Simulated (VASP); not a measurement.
# ZrF2 in VASP: a series of runs, part 2 of 2

VASP 6.6.1.

## 3. Single point, PBE

This run uses another cell than the first one, of 19.47 Å³/atom.

Contents of INCAR:

```
SYSTEM = ZrF2
  PREC = Accurate
  ENCUT = 520
  EDIFF = 1E-6
  ISMEAR = 0
  SIGMA = 0.1
  LREAL = .FALSE.
  LASPH = .TRUE.
  NELM = 80
  ALGO = Normal
  ISIF = 2
  LWAVE = .FALSE.
  LCHARG = .FALSE.
  GGA = PE
  NBANDS = 20
```

Contents of KPOINTS:

```
regular mesh
0
G
  6 6 4
  0 0 0
```

Contents of POSCAR:

```
ZrF2
1.0
    4.2035952900      0.0000000000      0.0000000000
    0.0000000000      4.2035952900      0.0000000000
    0.0000000000      0.0000000000      3.3049936281
Zr F
1 2
Direct
    0.5000000000      0.5000000000      0.2085206284
    0.0000000000      0.5000000000      0.2087581158
    0.5000000000      0.0000000000      0.2087581158
```

Potentials or basis: VASP PAW PBE potentials, release 64 (Zr_sv, F).

Command:

```console
$ cat potpaw_PBE.64/Zr_sv/POTCAR potpaw_PBE.64/F/POTCAR > POTCAR
$ mpirun -np 1 vasp_std > vasp.out
```

OUTCAR:

```text
SYSTEM = ZrF2
   PREC = Accurate
   ENCUT = 520
   EDIFF = 1E-6
   ISMEAR = 0
   LREAL = .FALSE.
   LASPH = .TRUE.
   NELM = 80
   ISIF = 2
   GGA = PE

 ion  position               nearest neighbor table
   1  0.500  0.500  0.209-   2 2.10   3 2.10   3 2.10   2 2.10
   2  0.000  0.500  0.209-   1 2.10   1 2.10
   3  0.500  0.000  0.209-   1 2.10   1 2.10

  LATTYP: Found a simple tetragonal cell.
 ALAT       =     4.2035952900
 C/A-ratio  =     0.7862302149

  Lattice vectors:

 A1 = (   4.2035952900,   0.0000000000,   0.0000000000)
 A2 = (   0.0000000000,   4.2035952900,   0.0000000000)
 A3 = (   0.0000000000,   0.0000000000,   3.3049936281)

Analysis of symmetry for initial positions (statically):
=====================================================================
 Subroutine PRICEL returns:
 Original cell was already a primitive cell.

 Routine SETGRP: Setting up the symmetry group for a
 simple tetragonal supercell.

 Subroutine GETGRP returns: Found  8 space group operations
 (whereof  8 operations were pure point group operations)
 out of a pool of 16 trial point group operations.

The static configuration has the point symmetry C_4v.

Analysis of symmetry for dynamics (positions and initial velocities):
=====================================================================
 Subroutine PRICEL returns:
 Original cell was already a primitive cell.

 Routine SETGRP: Setting up the symmetry group for a
 simple tetragonal supercell.

 Subroutine GETGRP returns: Found  8 space group operations
 (whereof  8 operations were pure point group operations)
 out of a pool of 16 trial point group operations.

The dynamic configuration has the point symmetry C_4v.

 Subroutine INISYM returns: Found  8 space group operations
 (whereof  8 operations are pure point group operations),
 and found     1 'primitive' translations

----------------------------------------------------------------------------------------

                                     Primitive cell

  volume of cell :      58.3999

  direct lattice vectors                    reciprocal lattice vectors
     4.203595290  0.000000000  0.000000000     0.237891598  0.000000000  0.000000000
     0.000000000  4.203595290  0.000000000     0.000000000  0.237891598  0.000000000
     0.000000000  0.000000000  3.304993628     0.000000000  0.000000000  0.302572444

  length of vectors
     4.203595290  4.203595290  3.304993628     0.237891598  0.237891598  0.302572444

  position of ions in fractional coordinates (direct lattice)
     0.500000000  0.500000000  0.208520628
     0.000000000  0.500000000  0.208758116
     0.500000000  0.000000000  0.208758116

  ion indices of the primitive-cell ions
   primitive index   ion index
                 1           1
                 2           2
                 3           3

----------------------------------------------------------------------------------------

 KPOINTS: regular mesh

Automatic generation of k-mesh.
 Grid dimensions read from file:
 generate k-points for:    6    6    4

 Generating k-lattice:

  Cartesian coordinates                     Fractional coordinates (reciprocal lattice)
     0.039648600  0.000000000  0.000000000     0.166666667  0.000000000  0.000000000
     0.000000000  0.039648600  0.000000000     0.000000000  0.166666667  0.000000000
     0.000000000  0.000000000  0.075643111     0.000000000  0.000000000  0.250000000

  Length of vectors
     0.039648600  0.039648600  0.075643111

  Shift w.r.t. Gamma in fractional coordinates (k-lattice)
     0.000000000  0.000000000  0.000000000

 Subroutine IBZKPT returns following result:
 ===========================================

 Found     30 irreducible k-points:

 Following reciprocal coordinates:
            Coordinates               Weight
  0.000000  0.000000  0.000000      1.000000
  0.166667  0.000000  0.000000      4.000000
  0.333333  0.000000  0.000000      4.000000
  0.500000  0.000000  0.000000      2.000000
  0.166667  0.166667  0.000000      4.000000
  0.333333  0.166667  0.000000      8.000000
[... 16 lines left out ...]
  0.333333  0.000000  0.500000      4.000000
  0.500000  0.000000  0.500000      2.000000
 [... further k-points ...]
   k-points           NKPTS =     30   k-points in BZ     NKDIM =     30   number of bands    NBANDS=     20
   number of dos      NEDOS =    301   number of ions     NIONS =      3
   total plane-waves  NPLWV =  28672
   dimension x,y,z NGX =    32 NGY =   32 NGZ =   28
   dimension x,y,z NGXF=    64 NGYF=   64 NGZF=   56
   ions per type =               1   2
   NGX,Y,Z   is equivalent  to a cutoff of  12.66, 12.66, 14.08 a.u.
   NGXF,Y,Z  is equivalent  to a cutoff of  25.31, 25.31, 28.17 a.u.
 SYSTEM =  ZrF2
   PREC   = accura    normal or accurate (medium, high low for compatibility)
   ISTART =      0    job   : 0-new  1-cont  2-samecut
   ICHARG =      2    charge: 1-file 2-atom 10-const
   ISPIN  =      1    spin polarized calculation?
   LNONCOLLINEAR =      F non collinear calculations
   LSORBIT =      F    spin-orbit coupling
   LASPH  =      T    aspherical Exc in radial PAW
   ENCUT  =  520.0 eV  38.22 Ry    6.18 a.u.   7.82  7.82  6.15*2*pi/ulx,y,z
   NELM   =     80;   NELMIN=  2; NELMDL= -5     # of ELM steps
   EDIFF  = 0.1E-05   stopping-criterion for ELM
   LREAL  =      F    real-space projection
   EDIFFG = 0.1E-04   stopping-criterion for IOM
   NSW    =      0    number of steps for IOM
   IBRION =     -1    ionic relax: 0-MD 1-quasi-New 2-CG
   NFREE  =      0    steps in history (QN), initial steepest desc. (CG)
   ISIF   =      2    stress and relaxation
   ISYM   =      2    0-nonsym 1-usesym 2-fastsym
   POTIM  = 0.5000    time-step for ionic-motion
   TEBEG  =    0.0;   TEEND  =   0.0 temperature during run
   PSTRESS=    0.0 pullay stress
   NELECT =      26.0000    total number of electrons
   NUPDOWN=      -1.0000    fix difference up-down
   EMIN   =  10.00;   EMAX   =-10.00  energy-range for DOS
   EFERMI =   0.00;   METHOD = LEGACY
   ISMEAR =     0;   SIGMA  =   0.10  broadening in eV -4-tet -1-fermi 0-gaus
   EFERMI_NEDOS =   21; number of points for ismear=-14 and -15
   IALGO  =     38    algorithm
   IMIX   =      4    mixing-type and parameters
     AMIX     =   0.40;   BMIX     =  1.00
     AMIX_MAG =   1.60;   BMIX_MAG =  1.00
  volume/ion in A,a.u.               =      19.47       131.37
  Fermi-wavevector in a.u.,A,eV,Ry     =   1.250053  2.362258 21.260911  1.562633
  Thomas-Fermi vector in A             =   2.384065
   LORBIT       =      0    0 simple, 1 ext, 2 COOP (PROOUT), +10 PAW based schemes
   GGA     = PE    functional components
   LHFCALC =     F    Hartree Fock is set to
   AEXX    =    0.0000 exact exchange contribution
   IVDW    =     0    specifies the selected vdW correction
   LEPSILON=     F    determine dielectric tensor
   LRPA    =     F    only Hartree local field effects (RPA)
 non-spin polarized calculation
 Gauss-broadening in eV      SIGMA  =   0.10
  energy-cutoff  :      520.00
  volume of cell :       58.40
 maximum number of plane-waves:      1594
 NGX is ok and might be reduce to    32
   NGX = 15   NGY = 15   NGZ = 13

 number of electron      25.9999984 magnetization

 Free energy of the ion-electron system (eV)
  ---------------------------------------------------
  ext. energy  EPLUGINS =         0.00000000
  ---------------------------------------------------
  free energy    TOTEN  =       -20.42033565 eV

  energy without entropy =      -20.41992574  energy(sigma->0) =      -20.42013069

 E-fermi :   4.5083     XC(G=0):  -8.5300

 val. band max:        4.3480285889   @ k =   0.5000   0.5000   0.2500
 cond. band min:       4.6061872002   @ k =   0.0000   0.0000   0.0000
 fundamental gap:      0.2581586113
 Fermi energy:         4.5082962122

 k-point     1 :       0.0000    0.0000    0.0000
  band No.  band energies     occupation
      1     -46.2544      2.00000
      2     -24.5880      2.00000
      3     -24.5880      2.00000
      4     -23.6069      2.00000
      5     -22.0579      2.00000
      6     -22.0135      2.00000
[... 12 lines left out ...]
     19      11.8981      0.00000
     20      11.8981      0.00000

 k-point     2 :       0.1667    0.0000    0.0000
  band No.  band energies     occupation
      1     -46.2530      2.00000
      2     -24.8506      2.00000
      3     -24.5866      2.00000
      4     -23.6055      2.00000
      5     -22.0353      2.00000
      6     -21.6457      2.00000
[... 498 lines left out ...]
 k-point    24 :       0.5000    0.0000    0.5000
  band No.  band energies     occupation
      1     -46.2212      2.00000
      2     -25.3615      2.00000
      3     -24.5493      2.00000
      4     -23.9412      2.00000
      5     -21.9836      2.00000
      6     -20.6527      2.00000
[... 12 lines left out ...]
     19      11.4380      0.00000
     20      11.8128      0.00000

 [... further k-points ...]
[... 5 lines left out ...]
  --------------------------------------------------------------------------------------
  -------------------------------------------------------------------------------------
  Total        0.1360342      0.1360342     -0.1297810      0.0000000      0.0000000      0.0000000
  in kB        3.7320397      3.7320397     -3.5604854      0.0000000      0.0000000      0.0000000
  external PRESSURE =       1.3011980 kB  Pullay stress =       0.0000000 kB

 VOLUME and BASIS-vectors are now :
 -----------------------------------------------------------------------------
  energy-cutoff  :      520.00
  volume of cell :       58.40
      direct lattice vectors                 reciprocal lattice vectors
     4.203595290  0.000000000  0.000000000     0.237891598  0.000000000  0.000000000
     0.000000000  4.203595290  0.000000000     0.000000000  0.237891598  0.000000000
     0.000000000  0.000000000  3.304993628     0.000000000  0.000000000  0.302572444

 POSITION                                       TOTAL-FORCE (eV/Angst)
 -----------------------------------------------------------------------------------
      2.10180      2.10180      0.68916        -0.000000     -0.000000      0.003154
      0.00000      2.10180      0.68994         0.000000      0.000000     -0.001577
      2.10180      0.00000      0.68994        -0.000000     -0.000000     -0.001577
 -----------------------------------------------------------------------------------
    total drift:                                0.000000     -0.000000      0.001574

  FREE ENERGIE OF THE ION-ELECTRON SYSTEM (eV)
  ---------------------------------------------------
  free  energy   TOTEN  =       -20.4203356452 eV

  energy  without entropy=      -20.4199257379  energy(sigma->0) =      -20.42013069
```

It took 16 s on 1 thread of AMD EPYC 9R45 (Zen 5), shared host; peak memory 0.16 GiB.

What came out:

- Free energy: -20.4203 eV
- Pressure: 0.1 GPa
- Largest force: 0.003 eV/Å
- Band gap on the k mesh: zero (bands 13 and 14 overlap by 1.25 eV)

Forces on the atoms (eV/Å):
```
Zr   0.000  0.000  0.003
F    0.000  0.000 -0.002
F    0.000  0.000 -0.002
```

Stress tensor (GPa, compression positive):
```
 0.37  0.00  0.00
 0.00  0.37  0.00
 0.00  0.00 -0.36
```

Caveat: the k points lie up to 0.48 Å⁻¹ apart, too coarse for converged energies and pressures of a metal.

## 4. Relaxation of cell and atoms, PBE

This run uses another cell than the first one, of 19.47 Å³/atom.

Contents of INCAR:

```
ALGO = Normal
EDIFF = 1E-7
EDIFFG = -0.04
ENCUT = 600
GGA = PE
IBRION = 2
ISIF = 3
ISMEAR = 0
LASPH = T
LCHARG = F
LREAL = F
LWAVE = F
NELM = 60
NSW = 90
PREC = Accurate
SIGMA = 0.1
```

Contents of KPOINTS:

```
k-points
0
Gamma
  4 4 6
```

Contents of POSCAR:

```
ZrF2
1.0
    4.2035952900      0.0000000000      0.0000000000
    0.0000000000      4.2035952900      0.0000000000
    0.0000000000      0.0000000000      3.3049936281
Zr F
1 2
Direct
    0.5000000000      0.5000000000      0.0000000000
    0.0000000000      0.5000000000      0.0000000000
    0.5000000000      0.0000000000      0.0000000000
```

Command:

```console
$ cat potpaw_PBE.64/Zr_sv/POTCAR potpaw_PBE.64/F/POTCAR > POTCAR
$ mpirun -np 1 vasp_std > vasp.out
```

Run time: 65 s. Hardware: 1 thread of AMD EPYC 9R45 (Zen 5), shared host; peak memory 0.18 GiB.

The run converged. Its results:

```
Free energy                           : -20.6075 eV
Relaxed volume                        : 17.83 Å³/atom
Relaxed cell                          : a = 4.239 Å, b = 4.239 Å, c = 2.976 Å, α = 90.00°, β = 90.00°, γ = 90.00°
Space group after relaxing (to 0.1 Å) : P4/mmm (No. 123)
Energy gained by relaxing             : 59.3 meV/atom
Ionic steps                           : 5
Pressure after relaxing               : -0.1 GPa
Band gap on the k mesh                : zero (bands 13 and 14 overlap by 1.82 eV)
```

Stress tensor (GPa, compression positive):
```
-0.14  0.00  0.00
 0.00 -0.14  0.00
 0.00  0.00  0.10
```

The path:
| step | energy change (eV) | largest force (eV/Å) | pressure (GPa) | volume (Å³) |
| --- | --- | --- | --- | --- |
| 1 | 0.0000 | 0.0000 | -1.06 | 58.40 |
| 2 | -0.1142 | 0.0000 | -3.05 | 57.25 |
| 3 | -0.1409 | 0.0000 | -3.86 | 56.54 |
| 4 | -0.1666 | 0.0000 | 2.39 | 51.91 |
| 5 | -0.1780 | 0.0000 | -0.06 | 53.48 |

Final structure:
```
CELL_PARAMETERS angstrom
4.23931 0.00000 0.00000
0.00000 4.23931 0.00000
0.00000 0.00000 2.97567
ATOMIC_POSITIONS crystal
Zr 0.50000 0.50000 0.00000
F 0.00000 0.50000 0.00000
F 0.50000 0.00000 0.00000
```

Levels at points of the mesh, in eV from the Fermi level:
```csv
k point,band 10,band 11,band 12,band 13,band 14,band 15,band 16,band 17
"(0.00, 0.00, 0.00)",-7.17,-6.72,-6.57,-3.04,0.22,1.54,2.43,2.43
"(0.50, 0.00, 0.00)",-7.45,-6.87,-6.65,-2.78,1.21,2.45,2.80,3.18
"(0.50, 0.50, 0.00)",-6.86,-6.86,-6.66,-2.59,1.95,3.20,3.20,4.31
"(0.00, 0.00, 0.50)",-7.57,-7.02,-7.02,-1.14,-1.14,0.86,3.05,3.81
"(0.50, 0.00, 0.50)",-7.50,-7.41,-7.20,-1.03,0.12,1.79,3.65,4.13
"(0.50, 0.50, 0.50)",-8.25,-8.25,-6.55,0.27,0.27,2.58,4.06,5.94
```

Caveat: the k points lie up to 0.37 Å⁻¹ apart in the final cell, too coarse for converged energies and pressures of a metal.

## 5. Single point, PBE, collinear spin

Contents of INCAR:

```
PREC = Accurate ; ENCUT = 520
EDIFF = 1E-6 ; ISMEAR = 0
SIGMA = 0.1 ; LREAL = False
LASPH = True ; NELM = 150
ALGO = Normal ; ISIF = 2
LWAVE = False ; LCHARG = False
ISPIN = 2 ; MAGMOM = 1 0 0
LORBIT = 11 ; LMAXMIX = 4
GGA = PE ; NBANDS = 24
```

Contents of KPOINTS:

```
regular mesh
0
Gamma
  4 4 6
```

Contents of POSCAR:

```
ZrF2
1.0
    4.2380281779      0.0000000000      0.0000000000
    0.0000000000      4.2380281779      0.0000000000
    0.0000000000      0.0000000000      2.9850156081
Zr F
1 2
Direct
    0.5000000000      0.5000000000      0.0000000000
    0.0000000000      0.5000000000      0.0000000000
    0.5000000000      0.0000000000      0.0000000000
```

Command:

```console
$ cat potpaw_PBE.64/Zr_sv/POTCAR potpaw_PBE.64/F/POTCAR > POTCAR
$ mpirun -np 1 vasp_std > vasp.out
```

It took 32 s on 1 thread of AMD EPYC 9R45 (Zen 5), shared host; peak memory 0.17 GiB.

It converged, with:

```
Free energy                                           : -20.5944 eV
Pressure                                              : 0.0 GPa
Net moment                                            : -0.14 μB per cell
Site moments                                          : Zr -0.09; F -0.00 μB
Valence electrons inside the program's atomic spheres : Zr 9.77; F 6.11
```

Stress tensor (GPa, compression positive):
```
 0.12  0.00  0.00
 0.00  0.12  0.00
 0.00  0.00 -0.24
```

Levels at points of the mesh, in eV from the Fermi level:
Spin up:
```csv
k point,band 10,band 11,band 12,band 13,band 14,band 15,band 16,band 17
"(0.00, 0.00, 0.00)",-7.16,-6.72,-6.57,-2.98,0.26,1.57,2.48,2.48
"(0.50, 0.00, 0.00)",-7.44,-6.86,-6.64,-2.71,1.26,2.51,2.82,2.92
"(0.50, 0.50, 0.00)",-6.86,-6.86,-6.64,-2.53,1.99,3.27,3.27,4.35
"(0.00, 0.00, 0.50)",-7.54,-7.02,-7.02,-1.03,-1.03,0.89,3.09,3.83
"(0.50, 0.00, 0.50)",-7.49,-7.40,-7.19,-0.92,0.22,1.82,3.67,4.17
"(0.50, 0.50, 0.50)",-8.21,-8.21,-6.55,0.37,0.37,2.61,4.11,5.72
```
Spin down:
```tsv
k point	band 9	band 10	band 11	band 12	band 13	band 14	band 15	band 16	band 17	band 18
(0.00, 0.00, 0.00)	-7.16	-7.16	-6.73	-6.58	-3.07	0.20	1.55	2.34	2.34	2.57
(0.50, 0.00, 0.00)	-7.62	-7.45	-6.88	-6.66	-2.80	1.20	2.36	2.78	2.86	3.09
(0.50, 0.50, 0.00)	-8.64	-6.88	-6.88	-6.65	-2.61	1.93	3.12	3.12	4.27	4.27
(0.00, 0.00, 0.50)	-7.57	-7.56	-7.02	-7.02	-1.18	-1.18	0.83	3.04	3.73	3.87
(0.50, 0.00, 0.50)	-7.80	-7.49	-7.41	-7.19	-1.08	0.08	1.76	3.63	4.05	6.02
(0.50, 0.50, 0.50)	-8.25	-8.24	-8.24	-6.55	0.23	0.23	2.56	3.98	5.68	5.89
```

Caveat: the k points lie up to 0.37 Å⁻¹ apart.

## 6. Overview

```csv
task,spin,cell,k mesh,cutoff (eV),gap on the mesh (eV),pressure (GPa)
single point,off,"a = 4.238, b = 4.238, c = 2.985 Å, 3 atoms",4 × 4 × 6,520,none,0.0
single point,off,"a = 4.204, b = 4.204, c = 3.305 Å, 3 atoms",6 × 6 × 4,520,none,0.1
relaxation of cell and atoms,off,"relaxed from a = 4.204, b = 4.204, c = 3.305 Å, 3 atoms",4 × 4 × 6,600,none,-0.1
single point,collinear,"a = 4.238, b = 4.238, c = 2.985 Å, 3 atoms",4 × 4 × 6,520,none,0.0
```

Alike in all rows: level PBE; potentials or basis VASP PAW PBE potentials, release 64 (Zr_sv, F); smearing gaussian 0.1 eV.

Caveats: all runs use coarse meshes.

Total energies depend on the potentials used, so only differences within one code and one set of settings carry meaning.
